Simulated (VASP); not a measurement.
# Fe (Im-3m) in VASP: settings compared, part 2 of 2

VASP 6.6.1. The steps go on from the part before.

**3. Single point, PBE, collinear spin, ferromagnetic start**

INCAR

```
SYSTEM = Fe
ALGO = Normal
EDIFF = 1E-6
ENCUT = 600
GGA = PE
GGA_COMPAT = .False.
ISIF = 2
ISMEAR = -1
ISPIN = 2
LASPH = .True.
LCHARG = .False.
LMAXMIX = 4
LORBIT = 11
LREAL = .False.
LWAVE = .False.
MAGMOM = 2.2
NBANDS = 14
NELM = 200
PREC = Accurate
SIGMA = 0.1
```

KPOINTS

```
k-points
0
Gamma
  12 12 12
  0 0 0
```

POSCAR

```
Fe
1.0
   -1.4330000000      1.4330000000      1.4330000000
    1.4330000000     -1.4330000000      1.4330000000
    1.4330000000      1.4330000000     -1.4330000000
Fe
1
Direct
    0.0000000000      0.0000000000      0.0000000000
```

Potentials or basis: VASP PAW PBE potentials, release 64 (Fe).

Command:

```
$ cat potpaw_PBE.64/Fe/POTCAR > POTCAR
$ mpirun -np 1 vasp_std > vasp.out
```

OUTCAR:

```text
SYSTEM = Fe
   EDIFF = 1E-6
   ENCUT = 600
   GGA = PE
   ISIF = 2
   ISMEAR = -1
   ISPIN = 2
   LASPH = .True.
   LORBIT = 11
   LREAL = .False.
   NELM = 200
   PREC = Accurate

 ion  position               nearest neighbor table
   1  0.000  0.000  0.000-

  LATTYP: Found a body centered cubic cell.
 ALAT       =     2.8660000000

  Lattice vectors:

 A1 = (  -1.4330000000,   1.4330000000,   1.4330000000)
 A2 = (   1.4330000000,  -1.4330000000,   1.4330000000)
 A3 = (   1.4330000000,   1.4330000000,  -1.4330000000)

Analysis of symmetry for initial positions (statically):
=====================================================================
 Subroutine PRICEL returns:
 Original cell was already a primitive cell.

 Routine SETGRP: Setting up the symmetry group for a
 body centered cubic supercell.

 Subroutine GETGRP returns: Found 48 space group operations
 (whereof 48 operations were pure point group operations)
[... 604 lines left out ...]
      7      29.8697      0.00000
      8      29.8697      0.00000
      9      29.8697      0.00000
     10      35.1747      0.00000
     11      35.1747      0.00000
     12      37.7748      0.00000
     13      37.7748      0.00000
     14      37.7748      0.00000
[... 379 lines left out ...]
      3       5.2241      0.92723
      4       7.1243      0.00000
      5       7.4263      0.00000
      6       9.4428      0.00000
      7      13.9327      0.00000
      8      21.3319      0.00000
      9      22.7542      0.00000
     10      31.8207      0.00000
     11      36.2686      0.00000
     12      39.9535      0.00000
     13      43.6322      0.00000
     14      46.2261      0.00000

 [... further k-points ...]

------------------------ aborting loop because EDIFF is reached ----------------------------------------

  FORCE on cell =-STRESS in cart. coord.  units (eV):
  Direction    XX          YY          ZZ          XY          YZ          ZX
  --------------------------------------------------------------------------------------
  -------------------------------------------------------------------------------------
  Total       -0.4245174     -0.4245174     -0.4245174      0.0000000      0.0000000      0.0000000
  in kB      -57.7839939    -57.7839939    -57.7839939      0.0000000      0.0000000      0.0000000
  external PRESSURE =     -57.7839939 kB  Pullay stress =       0.0000000 kB

 VOLUME and BASIS-vectors are now :
 -----------------------------------------------------------------------------
  energy-cutoff  :      600.00
  volume of cell :       11.77
      direct lattice vectors                 reciprocal lattice vectors
    -1.433000000  1.433000000  1.433000000     0.000000000  0.348918353  0.348918353
     1.433000000 -1.433000000  1.433000000     0.348918353  0.000000000  0.348918353
     1.433000000  1.433000000 -1.433000000     0.348918353  0.348918353  0.000000000

 POSITION                                       TOTAL-FORCE (eV/Angst)
 -----------------------------------------------------------------------------------
      0.00000      0.00000      0.00000         0.000000     -0.000000      0.000000
 -----------------------------------------------------------------------------------
    total drift:                                0.000000     -0.000000      0.000000

  FREE ENERGIE OF THE ION-ELECTRON SYSTEM (eV)
  ---------------------------------------------------
  free  energy   TOTEN  =        -8.2513718063 eV

  energy  without entropy=       -8.2210158942  energy(sigma->0) =       -8.23619385

 total charge

# of ion       s       p       d       tot
------------------------------------------
    1        0.472   0.509   6.217   7.198

 magnetization (x)

# of ion       s       p       d       tot
------------------------------------------
    1       -0.014  -0.055   2.339   2.270
```

OSZICAR:

```text
N       E                     dE             d eps       ncg     rms          rms(c)
DAV:   1     0.238131709219E+02    0.23813E+02   -0.41488E+03  4320   0.765E+02
DAV:   2    -0.825869695617E+01   -0.32072E+02   -0.29471E+02  4374   0.137E+02
DAV:   3    -0.929892990127E+01   -0.10402E+01   -0.10335E+01  4908   0.253E+01
DAV:   4    -0.930254602421E+01   -0.36161E-02   -0.36159E-02  4740   0.134E+00
DAV:   5    -0.930256322555E+01   -0.17201E-04   -0.17202E-04  4884   0.937E-02    0.110E+01
DAV:   6    -0.835394739461E+01    0.94862E+00   -0.11381E+01  4980   0.388E+01    0.613E+00
DAV:   7    -0.826074390175E+01    0.93203E-01   -0.90131E-01  4980   0.104E+01    0.338E+00
DAV:   8    -0.825730625941E+01    0.34376E-02   -0.13423E-02  4898   0.670E-01    0.148E+00
DAV:   9    -0.825115696228E+01    0.61493E-02   -0.12772E-02  5400   0.673E-01    0.447E-01
DAV:  10    -0.825130764661E+01   -0.15068E-03   -0.14335E-03  4818   0.375E-01    0.141E-01
DAV:  11    -0.825136712112E+01   -0.59475E-04   -0.51416E-04  4758   0.177E-01    0.497E-02
DAV:  12    -0.825137139615E+01   -0.42750E-05   -0.93365E-06  4860   0.369E-02    0.156E-02
DAV:  13    -0.825137180635E+01   -0.41020E-06   -0.19477E-06  3436   0.107E-02
   1 F= -.82513718E+01 E0= -.82361939E+01  d E =-.303559E-01  mag=     2.2662
```

Wall time 22 s (1 thread of Intel Xeon Platinum 8259CL at 2.50GHz (Skylake/Cascade Lake), shared host); peak memory 0.14 GiB.

What came out:

- Free energy: -8.2514 eV
- Pressure: -5.8 GPa
- Net moment: 2.27 μB per cell
- Site moments: Fe +2.27 μB
- Valence electrons inside the program's atomic spheres: Fe 7.20

Levels at points of the mesh, in eV from the Fermi level:
Spin up:
```tsv
k point	band 2	band 3	band 4	band 5	band 6	band 7	band 8	band 9
(0.00, 0.00, 0.00)	-2.26	-2.26	-2.26	-1.11	-1.11	24.66	24.66	24.66
(0.50, 0.00, 0.00)	-3.28	-1.05	-0.93	0.28	0.52	7.02	18.05	19.65
(0.50, 0.50, 0.50)	-4.66	0.03	0.03	0.03	9.67	9.67	9.67	15.27
```
Spin down:
```tsv
k point	band 1	band 2	band 3	band 4	band 5	band 6
(0.00, 0.00, 0.00)	-8.08	-0.26	-0.26	-0.26	1.69	1.69
(0.50, 0.00, 0.00)	-3.43	-1.49	0.61	1.55	1.94	2.60
(0.50, 0.50, 0.50)	-2.79	-2.79	2.31	2.31	2.31	9.95
```

Caveat: the cell stands under tension.

**4. Single point, LDA, collinear spin, ferromagnetic start**

INCAR

```
PREC = Accurate
ENCUT = 600
EDIFF = 1E-6
ISMEAR = -1
SIGMA = 0.1
LREAL = False
LASPH = True
NELM = 200
ALGO = Normal
ISIF = 2
LWAVE = False
LCHARG = False
ISPIN = 2
MAGMOM = 2.2
LORBIT = 11
LMAXMIX = 4
NBANDS = 14
GGA_COMPAT = False
```

KPOINTS

```
regular mesh
0
Gamma
  12 12 12
```

POSCAR is that of step 3.

Potentials or basis: VASP PAW LDA potentials, release 64 (Fe).

Command:

```
$ cat potpaw_LDA.64/Fe/POTCAR > POTCAR
$ mpirun -np 1 vasp_std > vasp.out
```

Run time: 22 s. Hardware: 1 thread of Intel Xeon Platinum 8259CL at 2.50GHz (Skylake/Cascade Lake), shared host; peak memory 0.14 GiB.

It converged, with:

```yaml
Free_energy: -9.1253 eV
Pressure: -23.4 GPa
Net_moment: 2.18 μB per cell
Site_moments: Fe +2.15 μB
Valence_electrons_inside_the_program's_atomic_spheres: Fe 7.21
```

Levels at points of the mesh, in eV from the Fermi level:
Spin up:
```
           k point  band 2  band 3  band 4  band 5  band 6  band 7  band 8  band 9
(0.00, 0.00, 0.00)   -2.23   -2.23   -2.23   -0.95   -0.95   24.51   24.51   24.51
(0.50, 0.00, 0.00)   -3.27   -0.92   -0.77    0.36    0.41    7.01   17.93   19.47
(0.50, 0.50, 0.50)   -4.59    0.10    0.10    0.10    9.52    9.52    9.52   15.28
```
Spin down:
| k point | band 1 | band 2 | band 3 | band 4 | band 5 | band 6 |
| --- | --- | --- | --- | --- | --- | --- |
| (0.00, 0.00, 0.00) | -7.96 | -0.44 | -0.44 | -0.44 | 1.32 | 1.32 |
| (0.50, 0.00, 0.00) | -3.52 | -1.64 | 0.77 | 1.24 | 1.56 | 2.42 |
| (0.50, 0.50, 0.50) | -3.01 | -3.01 | 2.14 | 2.14 | 2.14 | 9.98 |

Caveat: the cell stands under tension.

**5. Single point, LDA, collinear spin, ferromagnetic start**

INCAR

```
SYSTEM = Fe
PREC     = Accurate       ! precision mode
ENCUT    = 600            ! plane-wave cutoff, eV
EDIFF    = 1E-6           ! SCF threshold, eV
ISMEAR   = -1             ! smearing method
SIGMA    = 0.1            ! smearing width, eV
LREAL    = .FALSE.        ! projectors in reciprocal space
LASPH    = .TRUE.         ! aspherical terms in the spheres
NELM     = 200            ! most SCF steps
ALGO     = Normal         ! electronic algorithm
ISIF     = 2              ! what is computed and relaxed
LWAVE    = .FALSE.        ! write WAVECAR
LCHARG   = .FALSE.        ! write CHGCAR
ISPIN    = 2              ! spin polarisation
MAGMOM   = 2.2            ! initial moments
LORBIT   = 11             ! projections on sites
LMAXMIX  = 4              ! l up to which the mixer works
GGA      = CA             ! functional
NBANDS   = 14             ! bands
GGA_COMPAT= .FALSE.
```

KPOINTS

```
Automatic mesh
0
G
  12 12 12
  0 0 0
```

POSCAR is that of step 4.

Command:

```
$ cat potpaw_LDA.64/Fe/POTCAR > POTCAR
$ mpirun -np 1 vasp_std > vasp.out
```

Run time: 20 s. Hardware: 1 thread of Intel Xeon Platinum 8259CL at 2.50GHz (Skylake/Cascade Lake), shared host; peak memory 0.14 GiB.

The run converged. Its results:

```
Free energy                                           : -9.1253 eV
Pressure                                              : -23.4 GPa
Net moment                                            : 2.18 μB per cell
Site moments                                          : Fe +2.15 μB
Valence electrons inside the program's atomic spheres : Fe 7.21
```

Levels at points of the mesh, in eV from the Fermi level:
Spin up:
| k point | band 3 | band 4 | band 5 | band 6 | band 7 | band 8 |
| --- | --- | --- | --- | --- | --- | --- |
| (0.00, 0.00, 0.00) | -2.23 | -2.23 | -0.95 | -0.95 | 24.51 | 24.51 |
| (0.50, 0.00, 0.00) | -0.92 | -0.77 | 0.36 | 0.41 | 7.01 | 17.93 |
| (0.50, 0.50, 0.50) | 0.10 | 0.10 | 0.10 | 9.52 | 9.52 | 9.52 |
Spin down:
```
           k point  band 1  band 2  band 3  band 4  band 5  band 6
(0.00, 0.00, 0.00)   -7.96   -0.44   -0.44   -0.44    1.32    1.32
(0.50, 0.00, 0.00)   -3.52   -1.64    0.77    1.24    1.56    2.42
(0.50, 0.50, 0.50)   -3.01   -3.01    2.14    2.14    2.14    9.98
```

Caveat: the cell stands under tension.

**6. The runs side by side**

```tsv
level	potentials or basis	spin	gap on the mesh (eV)	pressure (GPa)	moment (μB)
LDA	VASP PAW LDA potentials, release 64 (Fe)	off	none	-37.8	-
PBE	VASP PAW PBE potentials, release 64 (Fe)	collinear, ferromagnetic start	none	-5.8	2.27
LDA	VASP PAW LDA potentials, release 64 (Fe)	collinear, ferromagnetic start	none	-23.4	2.18
```

Alike in all rows: task single point; cell as given; k mesh 12 × 12 × 12; cutoff (eV) 600; smearing fermi-dirac 0.1 eV.

Caveats: the cell stands under tension.

Total energies depend on the potentials used, so only differences within one code and one set of settings carry meaning.
